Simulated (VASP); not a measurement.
Wanted: the native input for a VASP 6.6.1 run.

* Task: single point
* Functional: r2SCAN
* Dispersion: D3(BJ)
* Potentials or basis: VASP PAW PBE potentials, release 64 (Mg, S)
* Cutoff: 660 eV
* k mesh: 8 × 8 × 8
* Occupations: tetrahedron
* Spin: no spin polarisation
* Dipole correction: no
* Further INCAR settings: ALGO = Normal; EDIFF = 1e-06; NBANDS = 11

The system is MgS.

```xyz
2
Lattice="0.0000 2.7695 2.7695 2.7695 0.0000 2.7695 2.7695 2.7695 0.0000" Properties=species:S:1:pos:R:3 pbc="T T T"
Mg    0.0000    0.0000    0.0000
S     1.3847    1.3847    1.3847
```

The input as run:

POSCAR

```
MgS
1.0
    0.0000000000      2.7695000000      2.7695000000
    2.7695000000      0.0000000000      2.7695000000
    2.7695000000      2.7695000000      0.0000000000
Mg S
1 1
Direct
    0.0000000000      0.0000000000      0.0000000000
    0.2500000000      0.2500000000      0.2500000000
```

INCAR.step1

```
SYSTEM = MgS
PREC = Accurate
ENCUT = 660
ISMEAR = -4
SIGMA = 0.02
LREAL = .FALSE.
LASPH = .TRUE.
NELM = 120
NBANDS = 11
GGA = PE
ALGO = Normal
EDIFF = 1E-5
LWAVE = .TRUE.
LCHARG = .FALSE.
GGA_COMPAT = .FALSE.
```

INCAR.step2

```
SYSTEM = MgS
PREC = Accurate
ENCUT = 660
EDIFF = 1E-6
ISMEAR = -4
SIGMA = 0.02
LREAL = .FALSE.
LASPH = .TRUE.
NELM = 120
ALGO = Normal
ISIF = 2
LWAVE = .FALSE.
LCHARG = .FALSE.
METAGGA = R2SCAN
LMIXTAU = .TRUE.
IVDW = 12
VDW_S6 = 1.0
VDW_S8 = 0.78981345
VDW_A1 = 0.49484001
VDW_A2 = 5.73083694
NBANDS = 11
ISTART = 1
GGA_COMPAT = .FALSE.
```

KPOINTS

```
regular mesh
0
G
  8 8 8
  0 0 0
```

Potentials or basis: VASP PAW PBE potentials, release 64 (Mg, S).

The run is started by

```console
$ cat potpaw_PBE.64/Mg/POTCAR potpaw_PBE.64/S/POTCAR > POTCAR
$ cp INCAR.step1 INCAR
$ mpirun -np 1 vasp_std > vasp.out
$ cp INCAR.step2 INCAR
$ mpirun -np 1 vasp_std > vasp.out
```

Results of the run:

```yaml
Pressure: 3.2 GPa
Band_gap_on_the_k_mesh: 4.27 eV (least direct gap 4.49 eV)
Dispersion_energy_per_atom: -0.139 eV
```

Caveat: the cell stands under pressure; the PAW data sets were made with another functional, which shifts forces and pressure a little.

Wall time 70 s on 1 thread of Intel Xeon 8259CL (shared host), peak memory 0.23 GiB.
